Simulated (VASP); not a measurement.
# LiH in VASP: a series of runs

The runs below take LiH through single point, with PBE.

Everything below comes from runs of VASP 6.6.1. Logs are shortened: lines on timing, memory, paths and dates and some standing lists are left out, and cuts for length are marked.

## (1) The cell of the first run

It takes space group Fm-3m (No. 225, cubic). The conventional cell has a = 3.902 Å, b = 3.902 Å, c = 3.902 Å, α = 90.00°, β = 90.00°, γ = 90.00°. Within 2.6 Å of Li (site symmetry m-3m) lie 6 H at 1.95 Å. Within 2.6 Å of H (site symmetry m-3m) lie 6 Li at 1.95 Å.

## (2) Single point, PBE (strain -0.040 along x and y, -0.040 along z)

The input, INCAR:

```
SYSTEM = LiH
PREC = Accurate ; ENCUT = 520
EDIFF = 1E-7 ; ISMEAR = 0
SIGMA = 0.05 ; LREAL = .False.
LASPH = .True. ; NELM = 60
ALGO = Normal ; ISIF = 2
LWAVE = .False. ; LCHARG = .False.
GGA = PE ; NBANDS = 9
```

The input, KPOINTS:

```
Automatic mesh
0
Gamma
  10 10 10
  0 0 0
```

The input, POSCAR:

```
LiH
1.0
    0.0000000000      1.9512000000      1.9512000000
    1.9512000000      0.0000000000      1.9512000000
    1.9512000000      1.9512000000      0.0000000000
Li H
1 1
Direct
    0.0000000000      0.0000000000      0.0000000000
    0.5000000000      0.5000000000      0.5000000000
```

Potentials or basis: VASP PAW PBE potentials, release 64 (Li_sv, H).

On the command line:

```bash
$ cat potpaw_PBE.64/Li_sv/POTCAR potpaw_PBE.64/H/POTCAR > POTCAR
$ mpirun -np 1 vasp_std > vasp.out
```

OUTCAR:

```text
SYSTEM = LiH
   PREC = Accurate
   ENCUT = 520
   EDIFF = 1E-7
   ISMEAR = 0
   LREAL = .False.
   LASPH = .True.
   NELM = 60
   ISIF = 2
   GGA = PE

 ion  position               nearest neighbor table
   1  0.000  0.000  0.000-
   2  0.500  0.500  0.500-

  LATTYP: Found a face centered cubic cell.
 ALAT       =     3.9024000000

  Lattice vectors:

 A1 = (   0.0000000000,   1.9512000000,   1.9512000000)
 A2 = (   1.9512000000,   0.0000000000,   1.9512000000)
 A3 = (   1.9512000000,   1.9512000000,   0.0000000000)

Analysis of symmetry for initial positions (statically):
=====================================================================
 Subroutine PRICEL returns:
 Original cell was already a primitive cell.

 Routine SETGRP: Setting up the symmetry group for a
 face centered cubic supercell.

 Subroutine GETGRP returns: Found 48 space group operations
 (whereof 48 operations were pure point group operations)
 out of a pool of 48 trial point group operations.

The static configuration has the point symmetry O_h .

Analysis of symmetry for dynamics (positions and initial velocities):
=====================================================================
 Subroutine PRICEL returns:
 Original cell was already a primitive cell.

 Routine SETGRP: Setting up the symmetry group for a
 face centered cubic supercell.

 Subroutine GETGRP returns: Found 48 space group operations
 (whereof 48 operations were pure point group operations)
 out of a pool of 48 trial point group operations.

The dynamic configuration has the point symmetry O_h .

 Subroutine INISYM returns: Found 48 space group operations
 (whereof 48 operations are pure point group operations),
 and found     1 'primitive' translations

----------------------------------------------------------------------------------------

                                     Primitive cell

  volume of cell :      14.8571

  direct lattice vectors                    reciprocal lattice vectors
     0.000000000  1.951200000  1.951200000    -0.256252563  0.256252563  0.256252563
     1.951200000  0.000000000  1.951200000     0.256252563 -0.256252563  0.256252563
     1.951200000  1.951200000  0.000000000     0.256252563  0.256252563 -0.256252563

  length of vectors
     2.759413503  2.759413503  2.759413503     0.443842458  0.443842458  0.443842458

  position of ions in fractional coordinates (direct lattice)
     0.000000000  0.000000000  0.000000000
     0.500000000  0.500000000  0.500000000

  ion indices of the primitive-cell ions
   primitive index   ion index
                 1           1
                 2           2

----------------------------------------------------------------------------------------

 KPOINTS: Automatic mesh

Automatic generation of k-mesh.
 Grid dimensions read from file:
 generate k-points for:   10   10   10

 Generating k-lattice:

  Cartesian coordinates                     Fractional coordinates (reciprocal lattice)
    -0.025625256  0.025625256  0.025625256     0.100000000  0.000000000  0.000000000
     0.025625256 -0.025625256  0.025625256     0.000000000  0.100000000  0.000000000
     0.025625256  0.025625256 -0.025625256     0.000000000  0.000000000  0.100000000

  Length of vectors
     0.044384246  0.044384246  0.044384246

  Shift w.r.t. Gamma in fractional coordinates (k-lattice)
     0.000000000  0.000000000  0.000000000

 Subroutine IBZKPT returns following result:
 ===========================================

 Found     47 irreducible k-points:

 Following reciprocal coordinates:
            Coordinates               Weight
  0.000000  0.000000  0.000000      1.000000
  0.100000  0.000000  0.000000      8.000000
  0.200000  0.000000  0.000000      8.000000
  0.300000  0.000000  0.000000      8.000000
  0.400000  0.000000  0.000000      8.000000
  0.500000  0.000000  0.000000      4.000000
[... 16 lines left out ...]
  0.300000  0.300000  0.000000      6.000000
  0.400000  0.300000  0.000000     24.000000
 [... further k-points ...]
   k-points           NKPTS =     47   k-points in BZ     NKDIM =     47   number of bands    NBANDS=      9
   number of dos      NEDOS =    301   number of ions     NIONS =      2
   total plane-waves  NPLWV =  13824
   dimension x,y,z NGX =    24 NGY =   24 NGZ =   24
   dimension x,y,z NGXF=    48 NGYF=   48 NGZF=   48
   ions per type =               1   1
   NGX,Y,Z   is equivalent  to a cutoff of  14.46, 14.46, 14.46 a.u.
   NGXF,Y,Z  is equivalent  to a cutoff of  28.92, 28.92, 28.92 a.u.
 SYSTEM =  LiH
   PREC   = accura    normal or accurate (medium, high low for compatibility)
   ISTART =      0    job   : 0-new  1-cont  2-samecut
   ICHARG =      2    charge: 1-file 2-atom 10-const
   ISPIN  =      1    spin polarized calculation?
   LNONCOLLINEAR =      F non collinear calculations
   LSORBIT =      F    spin-orbit coupling
   LASPH  =      T    aspherical Exc in radial PAW
   ENCUT  =  520.0 eV  38.22 Ry    6.18 a.u.   5.13  5.13  5.13*2*pi/ulx,y,z
   NELM   =     60;   NELMIN=  2; NELMDL= -5     # of ELM steps
   EDIFF  = 0.1E-06   stopping-criterion for ELM
   LREAL  =      F    real-space projection
   EDIFFG = 0.1E-05   stopping-criterion for IOM
   NSW    =      0    number of steps for IOM
   IBRION =     -1    ionic relax: 0-MD 1-quasi-New 2-CG
   NFREE  =      0    steps in history (QN), initial steepest desc. (CG)
   ISIF   =      2    stress and relaxation
   ISYM   =      2    0-nonsym 1-usesym 2-fastsym
   POTIM  = 0.5000    time-step for ionic-motion
   TEBEG  =    0.0;   TEEND  =   0.0 temperature during run
   PSTRESS=    0.0 pullay stress
   NELECT =       4.0000    total number of electrons
   NUPDOWN=      -1.0000    fix difference up-down
   EMIN   =  10.00;   EMAX   =-10.00  energy-range for DOS
   EFERMI =   0.00;   METHOD = LEGACY
   ISMEAR =     0;   SIGMA  =   0.05  broadening in eV -4-tet -1-fermi 0-gaus
   EFERMI_NEDOS =   21; number of points for ismear=-14 and -15
   IALGO  =     38    algorithm
   IMIX   =      4    mixing-type and parameters
     AMIX     =   0.40;   BMIX     =  1.00
     AMIX_MAG =   1.60;   BMIX_MAG =  1.00
  volume/ion in A,a.u.               =       7.43        50.13
  Fermi-wavevector in a.u.,A,eV,Ry     =   1.057101  1.997631 15.203993  1.117462
  Thomas-Fermi vector in A             =   2.192361
   LORBIT       =      0    0 simple, 1 ext, 2 COOP (PROOUT), +10 PAW based schemes
   GGA     = PE    functional components
   LHFCALC =     F    Hartree Fock is set to
   AEXX    =    0.0000 exact exchange contribution
   IVDW    =     0    specifies the selected vdW correction
   LEPSILON=     F    determine dielectric tensor
   LRPA    =     F    only Hartree local field effects (RPA)
 non-spin polarized calculation
 Gauss-broadening in eV      SIGMA  =   0.05
  energy-cutoff  :      520.00
  volume of cell :       14.86
 maximum number of plane-waves:       411
 NGX is ok and might be reduce to    24
   NGX = 11   NGY = 11   NGZ = 11

 number of electron       4.0000002 magnetization

 Free energy of the ion-electron system (eV)
  ---------------------------------------------------
  ext. energy  EPLUGINS =         0.00000000
  ---------------------------------------------------
  free energy    TOTEN  =        -6.11516687 eV

  energy without entropy =       -6.11516687  energy(sigma->0) =       -6.11516687

 E-fermi :   0.8400     XC(G=0):  -8.7742

 val. band max:        0.4848355866   @ k =   0.5000   0.5000   0.0000
 cond. band min:       3.3982862022   @ k =   0.5000   0.5000   0.0000
 fundamental gap:      2.9134506156
 Fermi energy:         0.8399529029

 k-point     1 :       0.0000    0.0000    0.0000
  band No.  band energies     occupation
      1     -43.7440      2.00000
      2      -5.2588      2.00000
      3      17.6412      0.00000
      4      19.2153      0.00000
      5      19.2153      0.00000
      6      19.2153      0.00000
      7      24.0828      0.00000
      8      24.0828      0.00000
      9      24.0828      0.00000

 k-point     2 :       0.1000    0.0000    0.0000
  band No.  band energies     occupation
      1     -43.7379      2.00000
      2      -5.0776      2.00000
      3      15.9303      0.00000
      4      18.2655      0.00000
      5      18.7946      0.00000
      6      18.7946      0.00000
      7      23.5054      0.00000
      8      24.9845      0.00000
      9      24.9845      0.00000

 k-point     3 :       0.2000    0.0000    0.0000
  band No.  band energies     occupation
      1     -43.7221      2.00000
      2      -4.5479      2.00000
      3      12.3986      0.00000
      4      16.9620      0.00000
      5      18.1227      0.00000
      6      18.1227      0.00000
      7      24.4334      0.00000
      8      24.7942      0.00000
      9      24.7942      0.00000

 k-point     4 :       0.3000    0.0000    0.0000
  band No.  band energies     occupation
      1     -43.7028      2.00000
      2      -3.7314      2.00000
      3       9.0652      0.00000
      4      15.8451      0.00000
      5      17.7197      0.00000
      6      17.7197      0.00000
      7      22.6035      0.00000
      8      22.6036      0.00000
      9      26.1156      0.00000
[... 205 lines left out ...]
 k-point    22 :      -0.2000    0.2000    0.0000
  band No.  band energies     occupation
      1     -43.6963      2.00000
      2      -3.3781      2.00000
      3      10.3175      0.00000
      4      10.6727      0.00000
      5      17.3209      0.00000
      6      18.2810      0.00000
      7      23.2981      0.00000
      8      25.5122      0.00000
      9      27.2388      0.00000

 k-point    23 :       0.3000    0.3000    0.0000
  band No.  band energies     occupation
      1     -43.6902      2.00000
      2      -2.9532      2.00000
      3       9.4389      0.00000
      4      13.2081      0.00000
      5      13.2081      0.00000
      6      16.5384      0.00000
      7      18.9887      0.00000
      8      30.5298      0.00000
      9      33.0539      0.00000

 k-point    24 :       0.4000    0.3000    0.0000
  band No.  band energies     occupation
      1     -43.6780      2.00000
      2      -2.0192      2.00000
      3       7.4111      0.00000
      4      11.3444      0.00000
      5      12.7419      0.00000
      6      17.4306      0.00000
      7      19.0659      0.00000
      8      31.6042      0.00000
      9      31.9981      0.00000

 [... further k-points ...]
[... 5 lines left out ...]
  --------------------------------------------------------------------------------------
  -------------------------------------------------------------------------------------
  Total        0.2790201      0.2790201      0.2790201      0.0000000      0.0000000     -0.0000000
  in kB       30.0892037     30.0892037     30.0892037      0.0000000      0.0000000     -0.0000000
  external PRESSURE =      30.0892037 kB  Pullay stress =       0.0000000 kB

 VOLUME and BASIS-vectors are now :
 -----------------------------------------------------------------------------
  energy-cutoff  :      520.00
  volume of cell :       14.86
      direct lattice vectors                 reciprocal lattice vectors
     0.000000000  1.951200000  1.951200000    -0.256252563  0.256252563  0.256252563
     1.951200000  0.000000000  1.951200000     0.256252563 -0.256252563  0.256252563
     1.951200000  1.951200000  0.000000000     0.256252563  0.256252563 -0.256252563

 POSITION                                       TOTAL-FORCE (eV/Angst)
 -----------------------------------------------------------------------------------
      0.00000      0.00000      0.00000        -0.000000     -0.000000     -0.000000
      1.95120      1.95120      1.95120         0.000000      0.000000      0.000000
 -----------------------------------------------------------------------------------
    total drift:                                0.000000     -0.000000     -0.000000

  FREE ENERGIE OF THE ION-ELECTRON SYSTEM (eV)
  ---------------------------------------------------
  free  energy   TOTEN  =        -6.1151668724 eV

  energy  without entropy=       -6.1151668724  energy(sigma->0) =       -6.11516687
```

Wall time 16 s (1 thread of AMD EPYC 7R13, shared host); peak memory 0.1 GiB.

What came out:

```
Free energy            : -6.1152 eV
Band gap on the k mesh : 2.91 eV
```

Caveat: the cell differs from its parent crystal (strain -0.040 along x and y, -0.040 along z); the cutoff is under 1.25 times the usual one of these potentials, so pressure, stress and relaxed cells hold a basis-set (Pulay) error.

## (3) Single point, PBE (strain +0.040 along x and y, +0.040 along z)

The input, INCAR:

```
PREC = Accurate ; ENCUT = 520
EDIFF = 1E-6 ; ISMEAR = 0
SIGMA = 0.05 ; LREAL = F
LASPH = T ; NELM = 100
ALGO = Normal ; ISIF = 2
LWAVE = F ; LCHARG = F
GGA = PE ; NBANDS = 9
```

The input, KPOINTS:

```
Automatic mesh
0
Gamma
  10 10 10
```

The input, POSCAR:

```
LiH
1.0
    0.0000000000      2.1138000000      2.1138000000
    2.1138000000      0.0000000000      2.1138000000
    2.1138000000      2.1138000000      0.0000000000
Li H
1 1
Direct
    0.0000000000      0.0000000000      0.0000000000
    0.5000000000      0.5000000000      0.5000000000
```

Potentials or basis: VASP PAW PBE potentials, release 64 (Li_sv, H).

On the command line:

```bash
$ cat potpaw_PBE.64/Li_sv/POTCAR potpaw_PBE.64/H/POTCAR > POTCAR
$ mpirun -np 1 vasp_std > vasp.out
```

It took 16 s on 1 thread of AMD EPYC 7R13, shared host; peak memory 0.1 GiB.

The run converged. Its results:

```
Free energy            : -6.0834 eV
Band gap on the k mesh : 3.07 eV
```

Levels at points of the mesh, in eV from the valence-band top:
| k point | band 1 | band 2 | band 3 | band 4 | band 5 | band 6 | band 7 |
| --- | --- | --- | --- | --- | --- | --- | --- |
| (0.00, 0.00, 0.00) | -44.49 | -4.85 | 14.14 | 16.33 | 16.33 | 16.33 | 20.76 |
| (0.50, 0.00, 0.00) | -44.46 | -2.21 | 4.56 | 12.35 | 15.10 | 15.10 | 17.56 |
| (0.50, 0.50, 0.00) | -44.45 | 0.00 | 3.07 | 10.06 | 10.06 | 13.03 | 15.16 |

Caveat: the cell differs from its parent crystal (strain +0.040 along x and y, +0.040 along z); the cutoff is under 1.25 times the usual one of these potentials, so pressure, stress and relaxed cells hold a basis-set (Pulay) error.

(Continued in part 2 of 2.)
